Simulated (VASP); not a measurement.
# Fe (Im-3m) in VASP: further runs

The runs below take Fe through relaxation of cell and atoms, single point, with revPBE.

Everything below comes from runs of VASP 6.6.1. Logs are shortened: lines on timing, memory, paths and dates and some standing lists are left out, and cuts for length are marked.

**1. The cell of the first run**

It takes space group Im-3m (No. 229, cubic). The conventional cell has a = 2.866 Å, b = 2.866 Å, c = 2.866 Å, α = 90.00°, β = 90.00°, γ = 90.00°. Within 3.3 Å of Fe (site symmetry m-3m) lie 14 Fe at 2.48 to 2.87 Å.

**2. Relaxation of cell and atoms, revPBE**

File INCAR:

```
SYSTEM = Fe
  PREC = Accurate
  ENCUT = 600
  EDIFF = 1E-6
  ISMEAR = -1
  SIGMA = 0.1
  LREAL = .FALSE.
  LASPH = .TRUE.
  NELM = 60
  ALGO = Normal
  ISIF = 3
  LWAVE = .FALSE.
  LCHARG = .FALSE.
  GGA = RE
  IBRION = 2
  NSW = 80
  EDIFFG = -0.01
```

File KPOINTS:

```
regular mesh
0
G
  15 15 15
  0 0 0
```

File POSCAR:

```
Fe
1.0
   -1.4332500000      1.4332500000      1.4332500000
    1.4332500000     -1.4332500000      1.4332500000
    1.4332500000      1.4332500000     -1.4332500000
Fe
1
Direct
    0.0000000000      0.0000000000      0.0000000000
```

Potentials or basis: VASP PAW PBE potentials, release 64 (Fe).

On the command line:

```console
$ cat potpaw_PBE.64/Fe/POTCAR > POTCAR
$ mpirun -np 1 vasp_std > vasp.out
```

OUTCAR:

```text
SYSTEM = Fe
   PREC = Accurate
   ENCUT = 600
   EDIFF = 1E-6
   ISMEAR = -1
   LREAL = .FALSE.
   LASPH = .TRUE.
   NELM = 60
   ISIF = 3
   GGA = RE
   IBRION = 2
   NSW = 80
   EDIFFG = -0.01

 ion  position               nearest neighbor table
   1  0.000  0.000  0.000-

  LATTYP: Found a body centered cubic cell.
 ALAT       =     2.8665000000

  Lattice vectors:

 A1 = (  -1.4332500000,   1.4332500000,   1.4332500000)
 A2 = (   1.4332500000,  -1.4332500000,   1.4332500000)
 A3 = (   1.4332500000,   1.4332500000,  -1.4332500000)

Analysis of symmetry for initial positions (statically):
=====================================================================
 Subroutine PRICEL returns:
 Original cell was already a primitive cell.

 Routine SETGRP: Setting up the symmetry group for a
 body centered cubic supercell.

 Subroutine GETGRP returns: Found 48 space group operations
 (whereof 48 operations were pure point group operations)
 out of a pool of 48 trial point group operations.

The static configuration has the point symmetry O_h .

Analysis of symmetry for dynamics (positions and initial velocities):
=====================================================================
 Subroutine PRICEL returns:
 Original cell was already a primitive cell.

 Routine SETGRP: Setting up the symmetry group for a
 body centered cubic supercell.

 Subroutine GETGRP returns: Found 48 space group operations
 (whereof 48 operations were pure point group operations)
 out of a pool of 48 trial point group operations.

The dynamic configuration has the point symmetry O_h .

 Subroutine INISYM returns: Found 48 space group operations
 (whereof 48 operations are pure point group operations),
 and found     1 'primitive' translations

----------------------------------------------------------------------------------------

                                     Primitive cell

  volume of cell :      11.7768

  direct lattice vectors                    reciprocal lattice vectors
    -1.433250000  1.433250000  1.433250000     0.000000000  0.348857492  0.348857492
     1.433250000 -1.433250000  1.433250000     0.348857492  0.000000000  0.348857492
     1.433250000  1.433250000 -1.433250000     0.348857492  0.348857492  0.000000000

  length of vectors
     2.482461820  2.482461820  2.482461820     0.493358996  0.493358996  0.493358996

  position of ions in fractional coordinates (direct lattice)
     0.000000000  0.000000000  0.000000000

  ion indices of the primitive-cell ions
   primitive index   ion index
                 1           1

----------------------------------------------------------------------------------------

 KPOINTS: regular mesh

Automatic generation of k-mesh.
 Grid dimensions read from file:
 generate k-points for:   15   15   15

 Generating k-lattice:

  Cartesian coordinates                     Fractional coordinates (reciprocal lattice)
     0.000000000  0.023257166  0.023257166     0.066666667  0.000000000  0.000000000
     0.023257166  0.000000000  0.023257166     0.000000000  0.066666667  0.000000000
     0.023257166  0.023257166  0.000000000     0.000000000  0.000000000  0.066666667

  Length of vectors
     0.032890600  0.032890600  0.032890600

  Shift w.r.t. Gamma in fractional coordinates (k-lattice)
     0.000000000  0.000000000  0.000000000

 Subroutine IBZKPT returns following result:
 ===========================================

 Found    120 irreducible k-points:

 Following reciprocal coordinates:
            Coordinates               Weight
  0.000000  0.000000  0.000000      1.000000
  0.066667  0.000000  0.000000     12.000000
  0.133333  0.000000  0.000000     12.000000
  0.200000  0.000000  0.000000     12.000000
  0.266667  0.000000  0.000000     12.000000
  0.333333  0.000000  0.000000     12.000000
[... 16 lines left out ...]
  0.333333  0.200000  0.000000     48.000000
  0.400000  0.200000  0.000000     24.000000
 [... further k-points ...]
   k-points           NKPTS =    120   k-points in BZ     NKDIM =    120   number of bands    NBANDS=      8
   number of dos      NEDOS =    301   number of ions     NIONS =      1
   total plane-waves  NPLWV =   8000
   dimension x,y,z NGX =    20 NGY =   20 NGZ =   20
   dimension x,y,z NGXF=    40 NGYF=   40 NGZF=   40
   ions per type =               1
   NGX,Y,Z   is equivalent  to a cutoff of  13.39, 13.39, 13.39 a.u.
   NGXF,Y,Z  is equivalent  to a cutoff of  26.79, 26.79, 26.79 a.u.
 SYSTEM =  Fe
   PREC   = accura    normal or accurate (medium, high low for compatibility)
   ISTART =      0    job   : 0-new  1-cont  2-samecut
   ICHARG =      2    charge: 1-file 2-atom 10-const
   ISPIN  =      1    spin polarized calculation?
   LNONCOLLINEAR =      F non collinear calculations
   LSORBIT =      F    spin-orbit coupling
   LASPH  =      T    aspherical Exc in radial PAW
   ENCUT  =  600.0 eV  44.10 Ry    6.64 a.u.   4.96  4.96  4.96*2*pi/ulx,y,z
   NELM   =     60;   NELMIN=  2; NELMDL= -5     # of ELM steps
   EDIFF  = 0.1E-05   stopping-criterion for ELM
   LREAL  =      F    real-space projection
   EDIFFG = -.1E-01   stopping-criterion for IOM
   NSW    =     80    number of steps for IOM
   IBRION =      2    ionic relax: 0-MD 1-quasi-New 2-CG
   NFREE  =      1    steps in history (QN), initial steepest desc. (CG)
   ISIF   =      3    stress and relaxation
   ISYM   =      2    0-nonsym 1-usesym 2-fastsym
   POTIM  = 0.5000    time-step for ionic-motion
   TEBEG  =    0.0;   TEEND  =   0.0 temperature during run
   PSTRESS=    0.0 pullay stress
   NELECT =       8.0000    total number of electrons
   NUPDOWN=      -1.0000    fix difference up-down
   EMIN   =  10.00;   EMAX   =-10.00  energy-range for DOS
   EFERMI =   0.00;   METHOD = LEGACY
   ISMEAR =    -1;   SIGMA  =   0.10  broadening in eV -4-tet -1-fermi 0-gaus
   EFERMI_NEDOS =   21; number of points for ismear=-14 and -15
   IALGO  =     38    algorithm
   IMIX   =      4    mixing-type and parameters
     AMIX     =   0.40;   BMIX     =  1.00
     AMIX_MAG =   1.60;   BMIX_MAG =  1.00
  volume/ion in A,a.u.               =      11.78        79.47
  Fermi-wavevector in a.u.,A,eV,Ry     =   1.439117  2.719537 28.178465  2.071059
  Thomas-Fermi vector in A             =   2.558009
   LORBIT       =      0    0 simple, 1 ext, 2 COOP (PROOUT), +10 PAW based schemes
   GGA     = RE    functional components
   LHFCALC =     F    Hartree Fock is set to
   AEXX    =    0.0000 exact exchange contribution
   IVDW    =     0    specifies the selected vdW correction
   LEPSILON=     F    determine dielectric tensor
   LRPA    =     F    only Hartree local field effects (RPA)
 conjugate gradient relaxation of ions
 non-spin polarized calculation
  energy-cutoff  :      600.00
  volume of cell :       11.78
 maximum number of plane-waves:       406
   NGX =  9   NGY =  9   NGZ =  9

--------------------------------------- Ionic step        1  -------------------------------------------

 number of electron       7.9999997 magnetization

 Free energy of the ion-electron system (eV)
  ---------------------------------------------------
  ext. energy  EPLUGINS =         0.00000000
  ---------------------------------------------------
  free energy    TOTEN  =        -7.31253066 eV

  energy without entropy =       -7.19008923  energy(sigma->0) =       -7.25130995

------------------------ aborting loop because EDIFF is reached ----------------------------------------

  FORCE on cell =-STRESS in cart. coord.  units (eV):
  Direction    XX          YY          ZZ          XY          YZ          ZX
  --------------------------------------------------------------------------------------
  -------------------------------------------------------------------------------------
  Total       -1.4200560     -1.4200560     -1.4200560     -0.0000000      0.0000000     -0.0000000
  in kB     -193.1924762   -193.1924762   -193.1924762     -0.0000000      0.0000000     -0.0000000
  external PRESSURE =    -193.1924762 kB  Pullay stress =       0.0000000 kB

 VOLUME and BASIS-vectors are now :
 -----------------------------------------------------------------------------
  energy-cutoff  :      600.00
  volume of cell :       11.78
      direct lattice vectors                 reciprocal lattice vectors
    -1.433250000  1.433250000  1.433250000     0.000000000  0.348857492  0.348857492
     1.433250000 -1.433250000  1.433250000     0.348857492  0.000000000  0.348857492
     1.433250000  1.433250000 -1.433250000     0.348857492  0.348857492  0.000000000
[... 71 lines left out ...]
 POSITION                                       TOTAL-FORCE (eV/Angst)
 -----------------------------------------------------------------------------------
      0.00000     -0.00000      0.00000        -0.000000      0.000000      0.000000
 -----------------------------------------------------------------------------------
    total drift:                                0.000000     -0.000000     -0.000000

  FREE ENERGIE OF THE ION-ELECTRON SYSTEM (eV)
  ---------------------------------------------------
  free  energy   TOTEN  =        -7.3854409484 eV

  energy  without entropy=       -7.2781085893  energy(sigma->0) =       -7.33177477

--------------------------------------- Ionic step        4  -------------------------------------------

 number of electron       7.9999997 magnetization

 Free energy of the ion-electron system (eV)
  ---------------------------------------------------
  ext. energy  EPLUGINS =         0.00000000
  ---------------------------------------------------
  free energy    TOTEN  =        -7.38548833 eV

  energy without entropy =       -7.27845490  energy(sigma->0) =       -7.33197161

 E-fermi :   6.6232     XC(G=0): -13.4506

 val. band max:        6.6180826066   @ k =   0.3333   0.1333   0.0667
 cond. band min:       6.6340250176   @ k =   0.2000   0.1333   0.1333
 fundamental gap:      0.0159424111
 Fermi energy:         6.6231854515

 k-point     1 :       0.0000    0.0000    0.0000
  band No.  band energies     occupation
      1      -2.1615      2.00000
      2       4.8845      2.00000
      3       4.8845      2.00000
      4       4.8845      2.00000
      5       6.5857      1.18541
      6       6.5857      1.18540
      7      32.0614      0.00000
      8      32.0614      0.00000

 k-point     2 :       0.0667    0.0000    0.0000
  band No.  band energies     occupation
      1      -1.9680      2.00000
      2       4.8252      2.00000
      3       4.8772      2.00000
      4       4.9957      2.00000
      5       6.5241      1.45871
      6       6.5905      1.16217
      7      30.9770      0.00000
      8      31.8234      0.00000
[... 221 lines left out ...]
 k-point    23 :       0.3333    0.2000    0.0000
  band No.  band energies     occupation
      1       2.6294      2.00000
      2       3.7117      2.00000
      3       4.6149      2.00000
      4       6.4916      1.57703
      5       7.0093      0.04121
      6      10.2868      0.00000
      7      16.3502      0.00000
      8      20.4107      0.00000

 k-point    24 :       0.4000    0.2000    0.0000
  band No.  band energies     occupation
      1       2.6350      2.00000
      2       3.7011      2.00000
      3       4.7533      2.00000
      4       6.5395      1.39553
      5       7.0538      0.02662
      6      11.1097      0.00000
      7      15.1203      0.00000
      8      20.1993      0.00000

 [... further k-points ...]
[... 5 lines left out ...]
  --------------------------------------------------------------------------------------
  -------------------------------------------------------------------------------------
  Total       -0.0080083     -0.0080083     -0.0080083      0.0000000      0.0000000      0.0000000
  in kB       -1.2011205     -1.2011205     -1.2011205      0.0000000      0.0000000      0.0000000
  external PRESSURE =      -1.2011205 kB  Pullay stress =       0.0000000 kB

 VOLUME and BASIS-vectors are now :
 -----------------------------------------------------------------------------
  energy-cutoff  :      600.00
  volume of cell :       10.68
      direct lattice vectors                 reciprocal lattice vectors
    -1.387400876  1.387400876  1.387400876     0.000000000  0.360386107  0.360386107
     1.387400876 -1.387400876  1.387400876     0.360386107  0.000000000  0.360386107
     1.387400876  1.387400876 -1.387400876     0.360386107  0.360386107  0.000000000

 POSITION                                       TOTAL-FORCE (eV/Angst)
 -----------------------------------------------------------------------------------
      1.38740      1.38740     -1.38740        -0.000000     -0.000000     -0.000000
 -----------------------------------------------------------------------------------
    total drift:                               -0.000000     -0.000000      0.000000

  FREE ENERGIE OF THE ION-ELECTRON SYSTEM (eV)
  ---------------------------------------------------
  free  energy   TOTEN  =        -7.3854883304 eV

  energy  without entropy=       -7.2784548991  energy(sigma->0) =       -7.33197161

 reached required accuracy - stopping structural energy minimisation
```

It took 25 s on 1 thread of AMD EPYC 7R13 (Zen 3), shared host; peak memory 0.11 GiB.

Results:

```yaml
Free_energy: -7.3855 eV
Relaxed_volume: 10.68 Å³/atom
Relaxed_cell: a = 2.403 Å, b = 2.403 Å, c = 2.403 Å, α = 109.47°, β = 109.47°, γ = 109.47°
Space_group_after_relaxing_to_0.05_Å: Im-3m (No. 229)
Energy_gained_by_relaxing: 73.0 meV/atom
Ionic_steps: 4
Pressure_after_relaxing: -0.1 GPa
Band_gap_on_the_k_mesh: zero (band 4 reaches 7.55 eV, above the bottom of band 5 at 5.72 eV)
```

The path:
```
step  energy change (eV)  largest force (eV/Å)  pressure (GPa)  volume (Å³)
   1              0.0000                0.0000          -19.32        11.78
   2              0.0484                0.0000           37.47         9.52
   3             -0.0729                0.0000           -0.57        10.70
   4             -0.0730                0.0000           -0.12        10.68
```

Final structure:
```yaml
crystal:
  lattice:
    - [-1.38740, 1.38740, 1.38740]
    - [1.38740, -1.38740, 1.38740]
    - [1.38740, 1.38740, -1.38740]
  atoms:
    - { symbol: Fe, position: [0.00000, 0.00000, 0.00000] }
```

Caveat: the PAW data sets were made with another functional, which shifts forces and pressure a little; the run has no spin polarisation, though such a crystal can be magnetic. Spin polarisation is off, so any magnetic state and its effect on volume and gap are missing.

(Continued in part 2 of 3.)
